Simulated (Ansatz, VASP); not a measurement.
**One calculation of S, two programs**

File POSCAR:

```
S
1.0
    5.6656459624      0.0000000000      0.0000000000
   -2.8328229812      4.9065933323      0.0000000000
    0.0000000000      0.0000000000      3.4732873074
S
3
Direct
    0.0000000000      0.0000000000      0.0000000000
    0.3333333333      0.6666666667      0.5000000000
    0.6666666667      0.3333333333      0.5000000000
```

INCAR.step1

```
PREC     = Accurate       # precision mode
ENCUT    = 520            # plane-wave cutoff, eV
ISMEAR   = 0              # smearing method
SIGMA    = 0.1            # smearing width, eV
LREAL    = False          # projectors in reciprocal space
LASPH    = True           # aspherical terms in the spheres
NELM     = 100            # most SCF steps
NBANDS   = 16             # bands
GGA      = PE             # functional
ALGO     = Normal         # electronic algorithm
EDIFF    = 1E-4           # SCF threshold, eV
LWAVE    = True           # write WAVECAR
LCHARG   = False          # write CHGCAR
```

File INCAR.step2:

```
PREC     = Accurate       # precision mode
ENCUT    = 520            # plane-wave cutoff, eV
EDIFF    = 1E-7           # SCF threshold, eV
ISMEAR   = 0              # smearing method
SIGMA    = 0.1            # smearing width, eV
LREAL    = False          # projectors in reciprocal space
LASPH    = True           # aspherical terms in the spheres
NELM     = 100            # most SCF steps
ALGO     = Normal         # electronic algorithm
ISIF     = 2              # what is computed and relaxed
LWAVE    = False          # write WAVECAR
LCHARG   = True           # write CHGCAR
METAGGA  = R2SCAN         # meta-GGA
LMIXTAU  = True         
LELF     = True           # ELF
LVHAR    = True         
NBANDS   = 16             # bands
ISTART   = 1
```

The input KPOINTS:

```
regular mesh
0
Gamma
  6 6 6
```

Input for Ansatz:

```yaml
crystal:
  lattice:
    - [5.6656459624, 0.0, 0.0]
    - [-2.8328229812, 4.9065933323, 0.0]
    - [0.0, 0.0, 3.4732873074]
  atoms:
    - { symbol: S, position: [0.0, 0.0, 0.0] }
    - { symbol: S, position: [0.3333333333, 0.6666666667, 0.5] }
    - { symbol: S, position: [0.6666666667, 0.3333333333, 0.5] }
basis:
  ecutwfc: 500
kpoints:
  mp_grid: { grid: [6, 6, 6] }
hamiltonian:
  xc: r2scan
scf:
  occupations: { method: gaussian, width: 0.1 }
  lower_state_search: "off"
output:
  forces: true
  stress: true
  eigenvalues: true
```

Alike in both runs: task single point; functional r2SCAN; k mesh 6 × 6 × 6; occupations gaussian, width 0.1 eV; no spin polarisation.

|  | VASP | Ansatz |
| --- | --- | --- |
| version | VASP 6.6.1 | Ansatz 0.2.0 |
| potentials or method | VASP PAW PBE potentials, release 64 (S), cutoff 520 eV | scalar-relativistic, plane waves, PAW |
| valence electrons in the cell | 18 | 18 |

```tsv
	VASP	Ansatz	Ansatz less VASP
gap on the k mesh at the Fermi level (eV)	none	none	-
pressure (GPa)	-11.8	-11.8	+0.03
traceless stress, the component that is largest in VASP (GPa)	0.56	0.56	-0.002
```

VASP's potentials were made for PBE, not for r2SCAN. A gap of «none» marks a metal or a gap that the smearing closes. With one functional, cell and mesh, what is left measures potentials, basis and numerics.
